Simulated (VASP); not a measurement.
# Lu (P6_3/mmc) in VASP: a series of runs, part 2 of 2

VASP 6.6.1. Earlier steps stand in the parts before.

### Step 3. Single point, PBEsol

This run uses another cell than the first one, of 29.50 Å³/atom.

Input file INCAR:

```
PREC     = Accurate       # precision mode
ENCUT    = 520            # plane-wave cutoff, eV
EDIFF    = 1E-6           # SCF threshold, eV
ISMEAR   = -1             # smearing method
SIGMA    = 0.05           # smearing width, eV
LREAL    = False          # projectors in reciprocal space
LASPH    = True           # aspherical terms in the spheres
NELM     = 60             # most SCF steps
ALGO     = Normal         # electronic algorithm
ISIF     = 2              # what is computed and relaxed
LWAVE    = False          # write WAVECAR
LCHARG   = True           # write CHGCAR
GGA      = PS             # functional
LELF     = True           # ELF
LVHAR    = True         
NBANDS   = 32             # bands
```

Input file KPOINTS:

```
regular mesh
0
Gamma
  9 9 5
```

Input file POSCAR:

```
Lu
1.0
    3.5031000000      0.0000000000      0.0000000000
   -1.7515500000      3.0337735920      0.0000000000
    0.0000000000      0.0000000000      5.5509000000
Lu
2
Direct
    0.6666666667      0.3333333333      0.7500000000
    0.3333333333      0.6666666667      0.2500000000
```

Potentials or basis: VASP PAW PBE potentials, release 64 (Lu).

Command:

```sh
$ cat potpaw_PBE.64/Lu/POTCAR > POTCAR
$ mpirun -np 1 vasp_std > vasp.out
```

Wall time 79 s (1 thread of Intel Xeon 8259CL, shared host); peak memory 0.21 GiB.

Results (log left out):

| Property | Result |
| --- | --- |
| Free energy | -9.8767 eV |
| Pressure | -2.9 GPa |
| Band gap on the k mesh | zero (bands 25 and 26 overlap by 1.43 eV) |

Stress tensor (GPa, compression positive):
```
-2.56  0.00  0.00
 0.00 -2.56  0.00
 0.00  0.00 -3.62
```

Levels at points of the mesh, in eV from the Fermi level:
| k point | band 22 | band 23 | band 24 | band 25 | band 26 | band 27 | band 28 | band 29 |
| --- | --- | --- | --- | --- | --- | --- | --- | --- |
| (0.00, 0.00, 0.00) | -4.87 | -4.86 | -2.44 | 0.55 | 2.18 | 2.18 | 2.45 | 2.87 |

Caveat: the PAW data sets were made with another functional, which shifts forces and pressure a little; spin-orbit coupling is left out, which moves the levels of the heavy elements.

### Step 4. Single point, PBEsol

This run uses another cell than the first one, of 29.50 Å³/atom.

Input file INCAR:

```
SYSTEM = Lu
PREC = Accurate
ENCUT = 520
EDIFF = 1E-7
ISMEAR = -1
SIGMA = 0.05
LREAL = .FALSE.
LASPH = .TRUE.
NELM = 60
ALGO = Fast
ISIF = 2
LWAVE = .FALSE.
LCHARG = .FALSE.
GGA = PS
NBANDS = 32
```

Input file KPOINTS:

```
Automatic mesh
0
G
  9 9 5
  0 0 0
```

POSCAR is that of step 3.

Potentials or basis: VASP PAW PBE potentials, release 64 (Lu).

Command:

```sh
$ cat potpaw_PBE.64/Lu/POTCAR > POTCAR
$ mpirun -np 1 vasp_std > vasp.out
```

OUTCAR:

```text
SYSTEM = Lu
   PREC = Accurate
   ENCUT = 520
   EDIFF = 1E-7
   ISMEAR = -1
   LREAL = .FALSE.
   LASPH = .TRUE.
   NELM = 60
   ISIF = 2
   GGA = PS

 ion  position               nearest neighbor table
   1  0.667  0.333  0.750-   2 3.43   2 3.43   2 3.43   2 3.43   2 3.43   2 3.43
   2  0.333  0.667  0.250-   1 3.43   1 3.43   1 3.43   1 3.43   1 3.43   1 3.43

  LATTYP: Found a hexagonal cell.
 ALAT       =     3.5031000000
 C/A-ratio  =     1.5845679541

  Lattice vectors:

 A1 = (   3.5031000000,   0.0000000000,   0.0000000000)
 A2 = (  -1.7515500000,   3.0337735920,   0.0000000000)
 A3 = (   0.0000000000,   0.0000000000,   5.5509000000)

Analysis of symmetry for initial positions (statically):
=====================================================================
 Subroutine PRICEL returns:
 Original cell was already a primitive cell.

 Routine SETGRP: Setting up the symmetry group for a
 hexagonal supercell.

 Subroutine GETGRP returns: Found 24 space group operations
 (whereof 12 operations were pure point group operations)
 out of a pool of 24 trial point group operations.

The static configuration has the point symmetry D_3d.
[... 161 lines left out ...]

  energy without entropy =       -9.84591146  energy(sigma->0) =       -9.86129993

 E-fermi :   2.0360     XC(G=0): -10.7123

 val. band max:        2.0223293763   @ k =   0.3333   0.1111   0.2000
 cond. band min:       2.0554129501   @ k =   0.3333   0.0000   0.4000
 fundamental gap:      0.0330835739
 Fermi energy:         2.0360165024

 k-point     1 :       0.0000    0.0000    0.0000
  band No.  band energies     occupation
      1     -54.1804      2.00000
      2     -54.1486      2.00000
      3     -25.0962      2.00000
      4     -24.6867      2.00000
      5     -24.6867      2.00000
      6     -24.6107      2.00000
[... 829 lines left out ...]
     31       7.3848      0.00000
     32       7.5133      0.00000

 [... further k-points ...]

------------------------ aborting loop because EDIFF is reached ----------------------------------------

  FORCE on cell =-STRESS in cart. coord.  units (eV):
  Direction    XX          YY          ZZ          XY          YZ          ZX
  --------------------------------------------------------------------------------------
  -------------------------------------------------------------------------------------
  Total       -0.9719684     -0.9719684     -1.3631664     -0.0000000      0.0000000      0.0000000
  in kB      -26.3975509    -26.3975509    -37.0220398     -0.0000000      0.0000000      0.0000000
  external PRESSURE =     -29.9390472 kB  Pullay stress =       0.0000000 kB

 VOLUME and BASIS-vectors are now :
 -----------------------------------------------------------------------------
  energy-cutoff  :      520.00
  volume of cell :       58.99
      direct lattice vectors                 reciprocal lattice vectors
     3.503100000  0.000000000  0.000000000     0.285461448  0.164811244  0.000000000
    -1.751550000  3.033773592  0.000000000     0.000000000  0.329622488  0.000000000
     0.000000000  0.000000000  5.550900000     0.000000000  0.000000000  0.180150967

 POSITION                                       TOTAL-FORCE (eV/Angst)
 -----------------------------------------------------------------------------------
      1.75155      1.01126      4.16318        -0.000000      0.000000      0.000000
     -0.00000      2.02252      1.38773         0.000000      0.000000      0.000000
 -----------------------------------------------------------------------------------
    total drift:                               -0.000000      0.000000     -0.000000

  FREE ENERGIE OF THE ION-ELECTRON SYSTEM (eV)
  ---------------------------------------------------
  free  energy   TOTEN  =        -9.8766884092 eV

  energy  without entropy=       -9.8459114591  energy(sigma->0) =       -9.86129993
```

OSZICAR:

```text
N       E                     dE             d eps       ncg     rms          rms(c)
DAV:   1     0.262589888500E+03    0.26259E+03   -0.19014E+04  3368   0.514E+03
DAV:   2     0.216379260224E+02   -0.24095E+03   -0.23164E+03  2528   0.603E+02
DAV:   3    -0.707098634218E+01   -0.28709E+02   -0.28115E+02  3320   0.122E+02
[... 26 lines left out ...]
RMM:  30    -0.987668788974E+01   -0.25426E-06   -0.27481E-06  2235   0.504E-03    0.887E-04
RMM:  31    -0.987668807833E+01   -0.18859E-06   -0.19656E-06  2229   0.452E-03    0.114E-03
RMM:  32    -0.987668822553E+01   -0.14720E-06   -0.15970E-06  2100   0.410E-03    0.144E-03
RMM:  33    -0.987668832922E+01   -0.10369E-06   -0.11300E-06  2099   0.379E-03    0.157E-03
RMM:  34    -0.987668840916E+01   -0.79939E-07   -0.87086E-07  2039   0.348E-03
   1 F= -.98766884E+01 E0= -.98612999E+01  d E =-.307770E-01
```

It took 4 min on 1 thread of Intel Xeon 8259CL, shared host; peak memory 0.22 GiB.

What came out:

```yaml
Free_energy: -9.8767 eV
Pressure: -3.0 GPa
Band_gap_on_the_k_mesh: zero (bands 25 and 26 overlap by 1.43 eV)
```

Levels at points of the mesh, in eV from the Fermi level:
```
           k point  band 22  band 23  band 24  band 25  band 26  band 27  band 28  band 29
(0.00, 0.00, 0.00)    -4.87    -4.86    -2.44     0.55     2.18     2.18     2.45     2.87
```

Caveat: the PAW data sets were made with another functional, which shifts forces and pressure a little; spin-orbit coupling is left out, which moves the levels of the heavy elements.
